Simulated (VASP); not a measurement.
A run of VASP 6.6.1 is set up as follows.

INCAR

```
SYSTEM = H4C
PREC = Accurate ; ENCUT = 520
EDIFF = 1E-7 ; ISMEAR = -1
SIGMA = 0.02 ; LREAL = Auto
LASPH = .True. ; NELM = 80
ALGO = Normal ; ISIF = 2
LWAVE = .False. ; LCHARG = .False.
GGA = CA ; NBANDS = 58
```

KPOINTS

```
Automatic mesh
0
Gamma
  1 1 1
  0 0 0
```

The input POSCAR:

```
H4C
1.0
    7.9581140000      0.0000000000      0.0000000000
    0.0000000000      7.9581140000      0.0000000000
    0.0000000000      0.0000000000      7.9581140000
C H
8 32
Direct
    0.8564843379      0.4402550655      0.7367197806
    0.1215991628      0.5439605414      0.2697624085
    0.6052062084      0.1332979146      0.2313110870
    0.4314967089      0.9183331629     -0.0481772440
    0.6757505610      0.7124175401      0.4333564460
    0.0135710546      0.0342166498      0.2105272681
    0.0595115878     -0.0902726450      0.6082722615
    0.3752270953      0.5167430374      0.7144406325
    0.7627309687      0.5131617868      0.6393851609
    0.8171534110      0.4178251279      0.8610205885
    0.9756960003      0.4696213198      0.7053806970
    0.8236122277      0.3087163617      0.6805883907
    0.0816776437      0.6654466121      0.2316754950
    0.0946455404      0.5426160017      0.4381440125
    0.2488026686      0.5451919890      0.3029612293
    0.0613084960      0.4421776315      0.2348923376
    0.5481826473      0.2537912877      0.1537927202
    0.5134759316      0.0307359256      0.2529116823
    0.6355525945      0.1857600934      0.3474441306
    0.6960317482      0.0974602776      0.1422321922
    0.4309186825      0.7877871566     -0.0057551324
    0.4548188176      0.8891930927     -0.1880219359
    0.5111512602      1.0094225843     -0.0080546723
    0.3032251109      0.9726550788     -0.0236613851
    0.6736395081      0.5921252196      0.3774512403
    0.6952652350      0.7249958973      0.5717937692
    0.5637390970      0.7752087995      0.3886347946
    0.7678326800      0.7873473539      0.3667954493
   -0.1145748855      0.0526380999      0.1677658802
    0.1171634385      0.0807100778      0.1365398887
    0.0028147373     -0.1205938995      0.2218113488
    0.0207335557      0.1005137649      0.3337851154
    0.1636066033     -0.0545732318      0.5393991591
    0.0409016508     -0.1638704849      0.4873390856
    0.0042095401      0.0217765164      0.6612747694
    0.0587325087     -0.1660192352      0.7263404369
    0.2374431932      0.5282407364      0.7039230652
    0.4018163097      0.4381440125      0.8187995296
    0.4335700645      0.6283649618      0.7442718212
    0.4380811836      0.4852029011      0.5975787731
```

Potentials or basis: VASP PAW LDA potentials, release 64 (C, H).

Run with:

```bash
$ cat potpaw_LDA.64/C/POTCAR potpaw_LDA.64/H/POTCAR > POTCAR
$ mpirun -np 1 vasp_gam > vasp.out
```

Problem. Predict the band gap on the k mesh.

Solution. 5.20 eV.

Problem. What does it give for the pressure?

Solution. 1.4 GPa.

Stress tensor (GPa, compression positive):
```
 4.66  1.09  0.42
 1.09  1.21  0.79
 0.42  0.79 -1.77
```

Caveat: the k points lie up to 0.79 Å⁻¹ apart.
